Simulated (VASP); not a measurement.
Wanted: the native input for a VASP 6.6.1 run.

- Task: relaxation of cell and atoms
- Functional: PBE
- Potentials or basis: VASP PAW PBE potentials, release 64 (Sn_d, Se)
- Cutoff: 600 eV
- k mesh: 8 × 8 × 8
- Occupations: fermi-dirac, width 0.02 eV
- Spin: no spin polarisation
- Dipole correction: no
- Further INCAR settings: ALGO = Normal; EDIFF = 1e-06; IBRION = 2; EDIFFG = -0.01; NSW = 80; ISIF = 3

The structure of SnSe lies in POSCAR:

```
SnSe
1.0
    0.0000000000      3.0100000000      3.0100000000
    3.0100000000      0.0000000000      3.0100000000
    3.0100000000      3.0100000000      0.0000000000
Sn Se
1 1
Direct
    0.0000000000      0.0000000000      0.0000000000
    0.5000000000      0.5000000000      0.5000000000
```

One way to write it, as run:

INCAR

```
PREC = Accurate
ENCUT = 600
EDIFF = 1E-6
ISMEAR = -1
SIGMA = 0.02
LREAL = False
LASPH = True
NELM = 100
ALGO = Normal
ISIF = 3
LWAVE = False
LCHARG = False
GGA = PE
IBRION = 2
NSW = 80
EDIFFG = -0.01
```

KPOINTS

```
regular mesh
0
Gamma
  8 8 8
```

Potentials or basis: VASP PAW PBE potentials, release 64 (Sn_d, Se).

Run with:

```bash
$ cat potpaw_PBE.64/Sn_d/POTCAR potpaw_PBE.64/Se/POTCAR > POTCAR
$ mpirun -np 1 vasp_std > vasp.out
```

Results of the run:

- Relaxed volume: 27.79 Å³/atom
- Relaxed cell: a = 4.284 Å, b = 4.284 Å, c = 4.284 Å, α = 60.00°, β = 60.00°, γ = 60.00°
- Space group after relaxing (to 0.1 Å): Fm-3m (No. 225)
- Energy gained by relaxing: 1.5 meV/atom
- Ionic steps: 3
- Pressure after relaxing: 0.0 GPa
- Band gap on the k mesh: 0.50 eV

Caveat: spin-orbit coupling is left out, which moves the levels of the heavy elements.

Wall time 25 s on 1 thread of Intel(R) Xeon(R) 6975P-C (Granite Rapids), with other jobs on the host, peak memory 0.22 GiB.
